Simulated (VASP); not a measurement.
**TaN: single point with PBE**

Crystal: TaN.

```
CELL_PARAMETERS angstrom
-0.03779 2.16275 2.18075
2.05051 -0.01176 2.15472
2.08169 2.16791 -0.04295
ATOMIC_POSITIONS crystal
Ta 0.43074 0.49782 0.51159
N 0.01180 0.92895 0.07886
```

```json
{"Program": "VASP 6.6.1", "Task": "single point", "Functional": "PBE", "Potentials or basis": "VASP PAW PBE potentials, release 64 (Ta_pv, N)", "Cutoff": "520 eV", "k mesh": "8 × 8 × 8", "Occupations": "methfessel-paxton, width 0.1 eV", "Spin": "no spin polarisation", "Dipole correction": "no", "Further INCAR settings": "ALGO = Normal; EDIFF = 1e-07; NBANDS = 15"}
```

```
Pressure               : 57.7 GPa
Largest force          : 5.137 eV/Å
Band gap on the k mesh : zero (bands 8 and 9 overlap by 3.33 eV)
```

Forces in eV/Å, atoms in the order of the input:
```
Ta  -0.093  5.133  0.166
N    0.093 -5.133 -0.166
```

Stress tensor (GPa, compression positive):
```
56.87  0.71  1.50
 0.71 93.73 -1.15
 1.50 -1.15 22.40
```

Levels at points of the mesh, in eV from the Fermi level:
```
           k point  band 6  band 7  band 8  band 9  band 10  band 11
(0.00, 0.00, 0.00)   -5.59   -5.33   -2.16   -0.20     0.06     0.34
(0.50, 0.00, 0.00)   -7.87   -7.66    1.27    2.39     2.68     4.07
(0.00, 0.50, 0.00)   -8.09   -7.59    1.65    1.99     2.47     4.34
(0.50, 0.50, 0.00)   -6.91   -5.18   -1.87    3.16     3.83     4.43
(0.00, 0.00, 0.50)   -7.66   -7.62    1.24    2.03     2.74     3.90
(0.50, 0.00, 0.50)   -5.76   -4.85   -4.45    2.52     3.21     3.80
(0.00, 0.50, 0.50)   -6.36   -5.13   -2.37    3.22     4.06     4.19
(0.50, 0.50, 0.50)   -8.18   -7.76    1.92    2.13     2.49     4.39
```

Run time: 77 s on 1 thread of Intel Xeon 8259CL (shared host), peak memory 0.2 GiB.

Caveat: the stress differs along the axes, from 22 to 94 GPa; spin-orbit coupling is left out, which moves the levels of the heavy elements; forces of over 1 eV/Å act on the atoms, so gaps and moduli don't describe the material at rest.
